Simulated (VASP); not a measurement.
Wanted: the native input for a VASP 6.6.1 run.

```yaml
Task: relaxation of cell and atoms
Functional: PBE
Potentials_or_basis: VASP PAW PBE potentials, release 64 (Be, S)
Cutoff: 600 eV
k_mesh: 4 × 4 × 6
Occupations: gaussian, width 0.1 eV
Spin: no spin polarisation
Dipole_correction: no
Further_INCAR_settings: ALGO = Normal; EDIFF = 1e-06; IBRION = 2; EDIFFG = -0.04; NSW = 90; ISIF = 3
```

The structure of BeS4 lies in POSCAR:

```
BeS4
1.0
    3.6545238900     -3.8375037300      0.0000000000
    3.6545238900      3.8375037300      0.0000000000
    0.0000000000      0.0000000000      3.2816509000
Be S
1 4
Direct
    0.0000000000      0.0000000000      0.0000000000
    0.8105999900      0.1894000100      0.5000000000
    0.1894000100      0.8105999900      0.5000000000
    0.2852000000      0.2852000000      0.0000000000
    0.7148000000      0.7148000000      0.0000000000
```

The cell was generated, and may not be a known phase.

The input as run:

INCAR

```
SYSTEM = BeS4
PREC     = Accurate       ! precision mode
ENCUT    = 600            ! plane-wave cutoff, eV
EDIFF    = 1E-6           ! SCF threshold, eV
ISMEAR   = 0              ! smearing method
SIGMA    = 0.1            ! smearing width, eV
LREAL    = .False.        ! projectors in reciprocal space
LASPH    = .True.         ! aspherical terms in the spheres
NELM     = 60             ! most SCF steps
ALGO     = Normal         ! electronic algorithm
ISIF     = 3              ! what is computed and relaxed
LWAVE    = .False.        ! write WAVECAR
LCHARG   = .False.        ! write CHGCAR
GGA      = PE             ! functional
IBRION   = 2              ! ionic algorithm
NSW      = 90             ! ionic steps
EDIFFG   = -0.04          ! ionic threshold
```

KPOINTS

```
regular mesh
0
Gamma
  4 4 6
  0 0 0
```

Potentials or basis: VASP PAW PBE potentials, release 64 (Be, S).

Command:

```sh
$ cat potpaw_PBE.64/Be/POTCAR potpaw_PBE.64/S/POTCAR > POTCAR
$ mpirun -np 1 vasp_std > vasp.out
```

Results of the run:

```json
{
 "Relaxed volume": "27.27 Å³/atom",
 "Relaxed cell": "a = 6.404 Å, b = 6.404 Å, c = 3.397 Å, α = 90.00°, β = 90.00°, γ = 78.11°",
 "Space group after relaxing (to 0.1 Å)": "Cmmm (No. 65)",
 "Energy gained by relaxing": "549.7 meV/atom",
 "Ionic steps": "73",
 "Pressure after relaxing": "0.0 GPa",
 "Largest force after relaxing": "0.016 eV/Å",
 "Band gap on the k mesh": "zero (bands 13 and 14 overlap by 0.34 eV)"
}
```

Caveat: the volume moved by over 15 % at a fixed basis, so the end points are rough; semilocal functionals underestimate gaps, and a narrow one can read as zero.

It took 60 min on 1 thread of Intel Xeon 8259CL, on a shared host, peak memory 0.24 GiB.
